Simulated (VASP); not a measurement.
Write the native input for VASP 6.6.1 that does the following.

```
Task                   : single point
Functional             : PBE
Potentials or basis    : VASP PAW PBE potentials, release 64 (Ti_sv, Al)
Cutoff                 : 520 eV
k mesh                 : 4 × 4 × 6
Occupations            : gaussian, width 0.1 eV
Spin                   : collinear spin
Starting moments       : [1.0, 0.0] μB
Dipole correction      : no
Further INCAR settings : ALGO = Normal; EDIFF = 1e-06; NBANDS = 18
```

The structure of TiAl lies in POSCAR:

```
TiAl
1.0
    3.8157947328      0.0000000000      0.0000000000
    0.0000000000      3.8157947328      0.0000000000
    0.0000000000      0.0000000000      2.5917981908
Ti Al
1 1
Direct
    0.0000000000      0.0000000000      0.5000000000
    0.5000000000      0.5000000000      0.5000000000
```

The cell was built from a structure type or drawn by symmetry, and may not be a known phase.

The input as run:

INCAR

```
ALGO = Normal
EDIFF = 1E-6
ENCUT = 520
GGA = PE
ISIF = 2
ISMEAR = 0
ISPIN = 2
LASPH = True
LCHARG = False
LMAXMIX = 4
LORBIT = 11
LREAL = False
LWAVE = False
MAGMOM = 1 0
NBANDS = 18
NELM = 150
PREC = Accurate
SIGMA = 0.1
```

KPOINTS

```
k-points
0
Gamma
  4 4 6
```

Potentials or basis: VASP PAW PBE potentials, release 64 (Ti_sv, Al).

The run is started by

```console
$ cat potpaw_PBE.64/Ti_sv/POTCAR potpaw_PBE.64/Al/POTCAR > POTCAR
$ mpirun -np 1 vasp_std > vasp.out
```

It gave:

* Pressure: 1.1 GPa
* Net moment: 0.00 μB per cell
* Valence electrons inside the program's atomic spheres: Ti 10.31; Al 0.84

Caveat: the k points lie up to 0.41 Å⁻¹ apart.

Wall time 23 s on 1 thread of Intel(R) Xeon(R) Platinum 8488C (Sapphire Rapids), with other jobs on the host, peak memory 0.16 GiB.
